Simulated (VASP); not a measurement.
The system is BN.

```xyz
4
Lattice="2.5122 0.0000 0.0000 -1.2561 2.1756 0.0000 0.0000 0.0000 8.3272" Properties=species:S:1:pos:R:3 pbc="T T T"
B     0.0000    1.4504    2.0818
B     1.2561    0.7252    6.2454
N     1.2561    0.7252    2.0818
N     0.0000    1.4504    6.2454
```

| Property | Result |
| --- | --- |
| Program | VASP 6.6.1 |
| Task | relaxation of cell and atoms |
| Functional | PBEsol |
| Potentials or basis | VASP PAW PBE potentials, release 64 (B, N) |
| Cutoff | 600 eV |
| k mesh | 12 × 12 × 4 |
| Occupations | fermi-dirac, width 0.02 eV |
| Spin | no spin polarisation |

At the start: pressure -1.9 GPa; volume 11.38 Å³/atom.

**Question.** Where does the relaxation end?

**Answer.** Over 16 steps the energy falls by 6.4 meV/atom and the volume is 9.39 Å³/atom (-17.5 %); space group P6_3/mmc (No. 194, to 0.1 Å) before and after.

Step by step:
```
step  energy change (eV)  largest force (eV/Å)  pressure (GPa)  volume (Å³)
   1              0.0000                0.0000           -1.88        45.51
   2              0.0060                0.0000            3.30        44.64
   3             -0.0023                0.0000           -0.14        45.21
   4             -0.0025                0.0000           -0.14        45.14
   5             -0.0031                0.0000           -0.15        44.95
   6             -0.0044                0.0000           -0.16        44.55
   7             -0.0071                0.0000           -0.17        43.76
   8             -0.0129                0.0000           -0.18        42.19
   9             -0.0237                0.0000           -0.06        39.03
  10              0.0302                0.0000            2.01        32.72
  11             -0.0247                0.0000           -0.02        38.50
  12             -0.0253                0.0000            0.15        37.23
  13             -0.0255                0.0000            0.08        37.69
  14             -0.0255                0.0000            0.10        37.54
  15             -0.0099                0.0000           -5.38        38.05
  16             -0.0255                0.0000            0.01        37.55
```

Final structure:
```xyz
4
Lattice="2.5051 0.0000 0.0000 -1.2526 2.1695 0.0000 0.0000 0.0000 6.9088" Properties=species:S:1:pos:R:3 pbc="T T T"
B     0.0000    1.4463    1.7272
B     1.2526    0.7232    5.1816
N     1.2526    0.7232    1.7272
N     0.0000    1.4463    5.1816
```

Caveat: the volume moved by over 15 % at a fixed basis, so the end points are rough; the PAW data sets were made with another functional, which shifts forces and pressure a little; this functional lacks dispersion, which binds the layers, so the pressure and a relaxed spacing across them are unreliable.
